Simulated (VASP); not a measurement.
# AlNi3 (Pm-3m) in VASP: further runs

The runs below take AlNi3 through single point, with r2SCAN.

Program: VASP 6.6.1. These are calculated values, not measurements. Logs are shortened: lines on timing, memory, paths and dates and some standing lists are left out, and cuts for length are marked.

## Step 1: The cell of the first run

Symmetry: Pm-3m, No. 221, cubic system. Conventional cell: a = 3.528 Å, b = 3.528 Å, c = 3.528 Å, α = 90.00°, β = 90.00°, γ = 90.00°. Within 3.3 Å of Al (site symmetry m-3m) lie 12 Ni at 2.49 Å. Ni (site symmetry 4/mmm) has 4 Al at 2.49 Å and 8 Ni at 2.49 Å within 3.3 Å.

## Step 2: Single point, r2SCAN, collinear spin, ferromagnetic start

Contents of POSCAR:

```
AlNi3
1.0
    3.5283069472      0.0000000000      0.0000000000
    0.0000000000      3.5283069472      0.0000000000
    0.0000000000      0.0000000000      3.5283069472
Al Ni
1 3
Direct
    0.0000000000      0.0000000000      0.0000000000
    0.5000000000      0.5000000000      0.0000000000
    0.0000000000      0.5000000000      0.5000000000
    0.5000000000      0.0000000000      0.5000000000
```

Contents of INCAR.step1:

```
PREC = Accurate ; ENCUT = 520
ISMEAR = 0 ; SIGMA = 0.1
LREAL = F ; LASPH = T
NELM = 150 ; ISPIN = 2
MAGMOM = 0 0.41 0.41 0.41 ; LMAXMIX = 4
NBANDS = 28 ; GGA = PE
ALGO = Normal ; EDIFF = 1E-4
LWAVE = T ; LCHARG = F
```

Contents of INCAR.step2:

```
PREC = Accurate ; ENCUT = 520
EDIFF = 1E-6 ; ISMEAR = 0
SIGMA = 0.1 ; LREAL = F
LASPH = T ; NELM = 150
ALGO = Normal ; ISIF = 2
LWAVE = F ; LCHARG = F
ISPIN = 2 ; MAGMOM = 0 0.41 0.41 0.41
LORBIT = 11 ; LMAXMIX = 4
METAGGA = R2SCAN ; LMIXTAU = T
NBANDS = 28 ; ISTART = 1
```

Contents of KPOINTS:

```
regular mesh
0
Gamma
  6 6 6
```

Potentials or basis: VASP PAW PBE potentials, release 64 (Al, Ni).

Launch:

```
> cat potpaw_PBE.64/Al/POTCAR potpaw_PBE.64/Ni/POTCAR > POTCAR
> cp INCAR.step1 INCAR
> mpirun -np 1 vasp_std > vasp.out
> cp INCAR.step2 INCAR
> mpirun -np 1 vasp_std > vasp.out
```

OUTCAR:

```text
PREC = Accurate
   ENCUT = 520
   EDIFF = 1E-6
   ISMEAR = 0
   LREAL = F
   LASPH = T
   NELM = 150
   ISIF = 2
   ISPIN = 2
   LORBIT = 11
   METAGGA = R2SCAN
   ISTART = 1

 ion  position               nearest neighbor table
   1  0.000  0.000  0.000-   2 2.49   3 2.49   4 2.49   3 2.49   4 2.49   2 2.49   3 2.49   3 2.49
                             2 2.49   4 2.49   4 2.49   2 2.49
   2  0.500  0.500  0.000-   1 2.49   3 2.49   4 2.49   3 2.49   4 2.49   1 2.49   4 2.49   4 2.49
                             1 2.49   3 2.49   3 2.49   1 2.49
   3  0.000  0.500  0.500-   1 2.49   2 2.49   4 2.49   1 2.49   2 2.49   1 2.49   4 2.49   1 2.49
                             2 2.49   4 2.49   2 2.49   4 2.49
   4  0.500  0.000  0.500-   1 2.49   2 2.49   3 2.49   1 2.49   2 2.49   2 2.49   3 2.49   2 2.49
                             1 2.49   3 2.49   1 2.49   3 2.49

  LATTYP: Found a simple cubic cell.
 ALAT       =     3.5283069472

  Lattice vectors:

 A1 = (   3.5283069472,   0.0000000000,   0.0000000000)
 A2 = (   0.0000000000,   3.5283069472,   0.0000000000)
 A3 = (   0.0000000000,   0.0000000000,   3.5283069472)

Analysis of symmetry for initial positions (statically):
=====================================================================
 Subroutine PRICEL returns:
 Original cell was already a primitive cell.

 Routine SETGRP: Setting up the symmetry group for a
 simple cubic supercell.

 Subroutine GETGRP returns: Found 48 space group operations
 (whereof 48 operations were pure point group operations)
 out of a pool of 48 trial point group operations.

The static configuration has the point symmetry O_h .

Analysis of symmetry for dynamics (positions and initial velocities):
=====================================================================
 Subroutine PRICEL returns:
 Original cell was already a primitive cell.

 Routine SETGRP: Setting up the symmetry group for a
 simple cubic supercell.

 Subroutine GETGRP returns: Found 48 space group operations
 (whereof 48 operations were pure point group operations)
 out of a pool of 48 trial point group operations.

The dynamic configuration has the point symmetry O_h .

Analysis of structural, dynamic, and magnetic symmetry:
=====================================================================
 Subroutine PRICEL returns:
 Original cell was already a primitive cell.

 Routine SETGRP: Setting up the symmetry group for a
 simple cubic supercell.

 Subroutine GETGRP returns: Found 48 space group operations
 (whereof 48 operations were pure point group operations)
 out of a pool of 48 trial point group operations.

The overall configuration has the point symmetry O_h .

 Subroutine INISYM returns: Found 48 space group operations
 (whereof 48 operations are pure point group operations),
 and found     1 'primitive' translations

----------------------------------------------------------------------------------------

                                     Primitive cell

  volume of cell :      43.9237

  direct lattice vectors                    reciprocal lattice vectors
     3.528306947  0.000000000  0.000000000     0.283422053  0.000000000  0.000000000
     0.000000000  3.528306947  0.000000000     0.000000000  0.283422053  0.000000000
     0.000000000  0.000000000  3.528306947     0.000000000  0.000000000  0.283422053

  length of vectors
     3.528306947  3.528306947  3.528306947     0.283422053  0.283422053  0.283422053

  position of ions in fractional coordinates (direct lattice)
     0.000000000  0.000000000  0.000000000
     0.500000000  0.500000000  0.000000000
     0.000000000  0.500000000  0.500000000
     0.500000000  0.000000000  0.500000000

  ion indices of the primitive-cell ions
   primitive index   ion index
                 1           1
                 2           2
                 3           3
                 4           4

----------------------------------------------------------------------------------------

 KPOINTS: regular mesh

Automatic generation of k-mesh.
 Grid dimensions read from file:
 generate k-points for:    6    6    6

 Generating k-lattice:

  Cartesian coordinates                     Fractional coordinates (reciprocal lattice)
     0.047237009  0.000000000  0.000000000     0.166666667  0.000000000  0.000000000
     0.000000000  0.047237009  0.000000000     0.000000000  0.166666667  0.000000000
     0.000000000  0.000000000  0.047237009     0.000000000  0.000000000  0.166666667

  Length of vectors
     0.047237009  0.047237009  0.047237009

  Shift w.r.t. Gamma in fractional coordinates (k-lattice)
     0.000000000  0.000000000  0.000000000

 Subroutine IBZKPT returns following result:
 ===========================================

 Found     20 irreducible k-points:

 Following reciprocal coordinates:
            Coordinates               Weight
  0.000000  0.000000  0.000000      1.000000
  0.166667  0.000000  0.000000      6.000000
  0.333333  0.000000  0.000000      6.000000
  0.500000  0.000000  0.000000      3.000000
  0.166667  0.166667  0.000000     12.000000
  0.333333  0.166667  0.000000     24.000000
[... 12 lines left out ...]
  0.500000  0.500000  0.333333      6.000000
  0.500000  0.500000  0.500000      1.000000
   k-points           NKPTS =     20   k-points in BZ     NKDIM =     20   number of bands    NBANDS=     28
   number of dos      NEDOS =    301   number of ions     NIONS =      4
   total plane-waves  NPLWV =  21952
   dimension x,y,z NGX =    28 NGY =   28 NGZ =   28
   dimension x,y,z NGXF=    56 NGYF=   56 NGZF=   56
   ions per type =               1   3
   NGX,Y,Z   is equivalent  to a cutoff of  13.19, 13.19, 13.19 a.u.
   NGXF,Y,Z  is equivalent  to a cutoff of  26.39, 26.39, 26.39 a.u.
 SYSTEM =  unknown system
   PREC   = accura    normal or accurate (medium, high low for compatibility)
   ISTART =      1    job   : 0-new  1-cont  2-samecut
   ICHARG =      0    charge: 1-file 2-atom 10-const
   ISPIN  =      2    spin polarized calculation?
   LNONCOLLINEAR =      F non collinear calculations
   LSORBIT =      F    spin-orbit coupling
   LASPH  =      T    aspherical Exc in radial PAW
   ENCUT  =  520.0 eV  38.22 Ry    6.18 a.u.   6.56  6.56  6.56*2*pi/ulx,y,z
   NELM   =    150;   NELMIN=  2; NELMDL=  0     # of ELM steps
   EDIFF  = 0.1E-05   stopping-criterion for ELM
   LREAL  =      F    real-space projection
   EDIFFG = 0.1E-04   stopping-criterion for IOM
   NSW    =      0    number of steps for IOM
   IBRION =     -1    ionic relax: 0-MD 1-quasi-New 2-CG
   NFREE  =      0    steps in history (QN), initial steepest desc. (CG)
   ISIF   =      2    stress and relaxation
   ISYM   =      2    0-nonsym 1-usesym 2-fastsym
   POTIM  = 0.5000    time-step for ionic-motion
   TEBEG  =    0.0;   TEEND  =   0.0 temperature during run
   PSTRESS=    0.0 pullay stress
   NELECT =      33.0000    total number of electrons
   NUPDOWN=      -1.0000    fix difference up-down
   EMIN   =  10.00;   EMAX   =-10.00  energy-range for DOS
   EFERMI =   0.00;   METHOD = LEGACY
   ISMEAR =     0;   SIGMA  =   0.10  broadening in eV -4-tet -1-fermi 0-gaus
   EFERMI_NEDOS =   21; number of points for ismear=-14 and -15
   IALGO  =     38    algorithm
   IMIX   =      4    mixing-type and parameters
     AMIX     =   0.40;   BMIX     =  1.00
     AMIX_MAG =   1.60;   BMIX_MAG =  1.00
  volume/ion in A,a.u.               =      10.98        74.10
  Fermi-wavevector in a.u.,A,eV,Ry     =   1.488263  2.812410 30.135922  2.214928
  Thomas-Fermi vector in A             =   2.601320
   LORBIT       =     11    0 simple, 1 ext, 2 COOP (PROOUT), +10 PAW based schemes
   METAGGA = R2SCAN    functional components
   LHFCALC =     F    Hartree Fock is set to
   AEXX    =    0.0000 exact exchange contribution
   IVDW    =     0    specifies the selected vdW correction
   LEPSILON=     F    determine dielectric tensor
   LRPA    =     F    only Hartree local field effects (RPA)
 spin polarized calculation
 Gauss-broadening in eV      SIGMA  =   0.10
  energy-cutoff  :      520.00
  volume of cell :       43.92
 maximum number of plane-waves:      1213
 NGX is ok and might be reduce to    28
   NGX = 13   NGY = 13   NGZ = 13

 number of electron      32.9999981 magnetization       0.8516531

 Free energy of the ion-electron system (eV)
  ---------------------------------------------------
  ext. energy  EPLUGINS =         0.00000000
  ---------------------------------------------------
  free energy    TOTEN  =       -44.31266891 eV

  energy without entropy =      -44.30509612  energy(sigma->0) =      -44.30888251

 E-fermi :   9.7504     XC(G=0): -13.9190

 val. band max:        9.7319162919   @ k =   0.5000   0.3333   0.1667
 cond. band min:       9.7508877927   @ k =   0.0000   0.0000   0.0000
 fundamental gap:      0.0189715008
 Fermi energy:         9.7504110463

 spin component 1

 k-point     1 :       0.0000    0.0000    0.0000
  band No.  band energies     occupation
      1      -0.8704      1.00000
      2       4.9968      1.00000
      3       5.6817      1.00000
      4       5.6817      1.00000
      5       6.0104      1.00000
      6       6.0104      1.00000
[... 609 lines left out ...]
     27      31.1785      0.00000
     28      31.1785      0.00000
 Fermi energy:         9.7504110463

 spin component 2

 k-point     1 :       0.0000    0.0000    0.0000
  band No.  band energies     occupation
      1      -1.0500      1.00000
      2       5.0472      1.00000
      3       5.9288      1.00000
      4       5.9288      1.00000
      5       6.5399      1.00000
      6       6.5399      1.00000
[... 609 lines left out ...]
     27      31.1183      0.00000
     28      31.1183      0.00000

------------------------ aborting loop because EDIFF is reached ----------------------------------------

  FORCE on cell =-STRESS in cart. coord.  units (eV):
  Direction    XX          YY          ZZ          XY          YZ          ZX
  --------------------------------------------------------------------------------------
  -------------------------------------------------------------------------------------
  Total       -0.0233486     -0.0233486     -0.0233486      0.0000000     -0.0000000      0.0000000
  in kB       -0.8516718     -0.8516718     -0.8516718      0.0000000     -0.0000000      0.0000000
  external PRESSURE =      -0.8516718 kB  Pullay stress =       0.0000000 kB

 VOLUME and BASIS-vectors are now :
 -----------------------------------------------------------------------------
  energy-cutoff  :      520.00
  volume of cell :       43.92
      direct lattice vectors                 reciprocal lattice vectors
     3.528306947  0.000000000  0.000000000     0.283422053  0.000000000  0.000000000
     0.000000000  3.528306947  0.000000000     0.000000000  0.283422053  0.000000000
     0.000000000  0.000000000  3.528306947     0.000000000  0.000000000  0.283422053

 POSITION                                       TOTAL-FORCE (eV/Angst)
 -----------------------------------------------------------------------------------
      0.00000      0.00000      0.00000         0.000000      0.000000      0.000000
      1.76415      1.76415      0.00000         0.000000      0.000000      0.000000
      0.00000      1.76415      1.76415         0.000000      0.000000      0.000000
      1.76415      0.00000      1.76415         0.000000      0.000000      0.000000
 -----------------------------------------------------------------------------------
    total drift:                                0.000000      0.000000      0.000000

  FREE ENERGIE OF THE ION-ELECTRON SYSTEM (eV)
  ---------------------------------------------------
  free  energy   TOTEN  =       -44.3126689053 eV

  energy  without entropy=      -44.3050961198  energy(sigma->0) =      -44.30888251

 total charge

# of ion       s       p       d       tot
------------------------------------------
    1        0.412   0.415   0.000   0.827
    2        0.519   0.568   8.391   9.479
    3        0.519   0.568   8.391   9.479
    4        0.519   0.568   8.391   9.479
--------------------------------------------------
tot          1.970   2.118  25.174  29.262

 magnetization (x)

# of ion       s       p       d       tot
------------------------------------------
    1       -0.004  -0.016   0.000  -0.019
    2       -0.008  -0.029   0.360   0.323
    3       -0.008  -0.029   0.360   0.323
    4       -0.008  -0.029   0.360   0.323
--------------------------------------------------
tot         -0.028  -0.103   1.081   0.950
```

It took 73 s on 1 thread of Intel Xeon 6975P-C (Granite Rapids), shared host; peak memory 0.2 GiB.

Results:

- Free energy: -44.3127 eV
- Pressure: -0.1 GPa
- Net moment: 0.85 μB per cell
- Site moments: Al -0.02; Ni +0.32 μB
- Valence electrons inside the program's atomic spheres: Al 0.83; Ni 9.48

Levels at points of the mesh, in eV from the Fermi level:
Spin up:
```tsv
k point	band 15	band 16	band 17	band 18	band 19	band 20
(0.00, 0.00, 0.00)	-0.39	-0.39	0.90	0.90	0.90	6.81
(0.50, 0.00, 0.00)	-1.31	-0.77	-0.39	5.82	5.82	5.84
(0.50, 0.50, 0.00)	-1.33	-1.22	-0.78	0.66	0.66	8.57
(0.50, 0.50, 0.50)	-1.33	-0.54	-0.54	-0.54	-0.27	3.75
```
Spin down:
```csv
k point,band 13,band 14,band 15,band 16,band 17,band 18,band 19,band 20
"(0.00, 0.00, 0.00)",0.00,0.52,0.52,0.52,0.71,0.71,0.71,6.97
"(0.50, 0.00, 0.00)",-0.95,-0.94,-0.94,-0.50,0.52,5.85,5.85,5.88
"(0.50, 0.50, 0.00)",-1.36,-1.25,-0.93,-0.58,-0.48,1.22,1.22,8.58
"(0.50, 0.50, 0.50)",-1.45,-1.05,-1.05,-0.43,0.21,0.21,0.21,3.88
```

Caveat: the PAW data sets were made with another functional, which shifts forces and pressure a little.

## Step 3: Single point, r2SCAN, collinear spin, ferromagnetic start

Contents of POSCAR:

```
AlNi3
1.0
    3.5261980572      0.0000000000      0.0000000000
    0.0000000000      3.5261980572      0.0000000000
    0.0000000000      0.0000000000      3.5261980572
Al Ni
1 3
Direct
    0.0000000000      0.0000000000      0.0000000000
    0.5000000000      0.5000000000      0.0000000000
    0.0000000000      0.5000000000      0.5000000000
    0.5000000000      0.0000000000      0.5000000000
```

Contents of INCAR.step1:

```
  PREC = Accurate
  ENCUT = 520
  ISMEAR = 0
  SIGMA = 0.1
  LREAL = F
  LASPH = T
  NELM = 150
  ISPIN = 2
  MAGMOM = 0 0.39 0.39 0.39
  LMAXMIX = 4
  NBANDS = 28
  GGA = PE
  ALGO = Normal
  EDIFF = 1E-4
  LWAVE = T
  LCHARG = F
```

Contents of INCAR.step2:

```
  PREC = Accurate
  ENCUT = 520
  EDIFF = 1E-7
  ISMEAR = 0
  SIGMA = 0.1
  LREAL = F
  LASPH = T
  NELM = 150
  ALGO = Normal
  ISIF = 2
  LWAVE = F
  LCHARG = F
  ISPIN = 2
  MAGMOM = 0 0.39 0.39 0.39
  LORBIT = 11
  LMAXMIX = 4
  METAGGA = R2SCAN
  LMIXTAU = T
  NBANDS = 28
  ISTART = 1
```

Contents of KPOINTS:

```
regular mesh
0
Gamma
  12 12 12
```

Potentials or basis: VASP PAW PBE potentials, release 64 (Al, Ni).

Launch:

```
> cat potpaw_PBE.64/Al/POTCAR potpaw_PBE.64/Ni/POTCAR > POTCAR
> cp INCAR.step1 INCAR
> mpirun -np 1 vasp_std > vasp.out
> cp INCAR.step2 INCAR
> mpirun -np 1 vasp_std > vasp.out
```

It took 4.8 min on 1 thread of Intel Xeon 6975P-C (Granite Rapids), shared host; peak memory 0.27 GiB.

Results (log left out):

- Free energy: -44.3080 eV
- Pressure: 0.1 GPa
- Net moment: 0.88 μB per cell
- Site moments: Al -0.02; Ni +0.33 μB
- Valence electrons inside the program's atomic spheres: Al 0.83; Ni 9.48

Levels at points of the mesh, in eV from the Fermi level:
Spin up:
```csv
k point,band 14,band 15,band 16,band 17,band 18,band 19,band 20,band 21
"(0.00, 0.00, 0.00)",-0.41,-0.41,-0.41,0.87,0.87,0.87,6.80,6.80
"(0.50, 0.00, 0.00)",-1.48,-1.34,-0.80,-0.41,5.79,5.79,5.82,5.82
"(0.50, 0.50, 0.00)",-1.47,-1.35,-1.26,-0.81,0.64,0.64,8.54,8.54
"(0.50, 0.50, 0.50)",-1.36,-1.36,-0.56,-0.56,-0.56,-0.31,3.72,4.16
```
Spin down:
| k point | band 13 | band 14 | band 15 | band 16 | band 17 | band 18 | band 19 | band 20 |
| --- | --- | --- | --- | --- | --- | --- | --- | --- |
| (0.00, 0.00, 0.00) | -0.03 | 0.49 | 0.49 | 0.49 | 0.70 | 0.70 | 0.70 | 6.96 |
| (0.50, 0.00, 0.00) | -0.98 | -0.96 | -0.96 | -0.53 | 0.49 | 5.84 | 5.84 | 5.87 |
| (0.50, 0.50, 0.00) | -1.38 | -1.28 | -0.95 | -0.60 | -0.51 | 1.20 | 1.20 | 8.58 |
| (0.50, 0.50, 0.50) | -1.47 | -1.07 | -1.07 | -0.45 | 0.18 | 0.18 | 0.18 | 3.87 |

Caveat: the PAW data sets were made with another functional, which shifts forces and pressure a little.
